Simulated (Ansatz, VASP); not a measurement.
# Co in VASP and in Ansatz

INCAR

```
  PREC = Accurate
  ENCUT = 520
  EDIFF = 1E-6
  ISMEAR = -1
  SIGMA = 0.08
  LREAL = F
  LASPH = T
  NELM = 150
  ALGO = Normal
  ISIF = 2
  LWAVE = F
  LCHARG = F
  ISPIN = 2
  MAGMOM = 2 2
  LORBIT = 11
  LMAXMIX = 4
  GGA = PE
  NBANDS = 20
```

KPOINTS

```
regular mesh
0
Gamma
  15 15 8
```

POSCAR

```
Co
1.0
    2.6432195978      0.0000000000      0.0000000000
   -1.3216097989      2.2890953195      0.0000000000
    0.0000000000      0.0000000000      4.3178894099
Co
2
Direct
    0.6666666667      0.3333333333      0.2598610000
    0.3333333333      0.6666666667      0.7401390000
```

Input for Ansatz:

```yaml
crystal:
  lattice:
    - [2.6432195978, 0.0, 0.0]
    - [-1.3216097989, 2.2890953195, 0.0]
    - [0.0, 0.0, 4.3178894099]
  atoms:
    - { symbol: Co, position: [0.6666666667, 0.3333333333, 0.259861], spin: 2.0 }
    - { symbol: Co, position: [0.3333333333, 0.6666666667, 0.740139], spin: 2.0 }
magnetization:
  spin_polarized: true
kpoints:
  mp_grid: { grid: [15, 15, 8] }
scf:
  occupations: { method: fermi_dirac, width: 0.08 }
  lower_state_search: "off"
hamiltonian:
  xc: pbe
  pseudopotentials: { kind: all_electron, lapw: { basis_error: 0.001 } }
output:
  forces: true
  stress: true
  eigenvalues: false
  populations: true
```

Change from the starting cell: volume scaled by 1.2, LAPW.

Alike in both runs: task single point; functional PBE; k mesh 15 × 15 × 8; occupations fermi-dirac, width 0.08 eV; collinear spin.

|  | VASP | Ansatz |
| --- | --- | --- |
| version | VASP 6.6.1 | Ansatz 0.2.0 |
| potentials or method | VASP PAW PBE potentials, release 64 (Co), cutoff 520 eV | all-electron LAPW, scalar-relativistic |

Ansatz gave:

| Quantity | Value |
| --- | --- |
| pressure (GPa) | -25.0 |
| traceless stress, the component that is largest in VASP (GPa) | -0.09 |
| rms of the force components (eV/Å) | 0.039 |
| net moment per atom (μB) | 1.73 |
| size of the moment on the site where the two differ most (μB) | 1.80 |

Q: What did VASP give for the same quantities?

A: Pressure (GPa): -24.9; traceless stress, the component that is largest in VASP (GPa): -0.12; rms of the force components (eV/Å): 0.039; net moment per atom (μB): 1.71; size of the moment on the site where the two differ most (μB): 1.77.

Site moments also hang on the region over which each program counts them. Atom by atom the forces differ by 0.000 eV/Å (rms over components). Ansatz ran all-electron here, and VASP with PAW potentials.
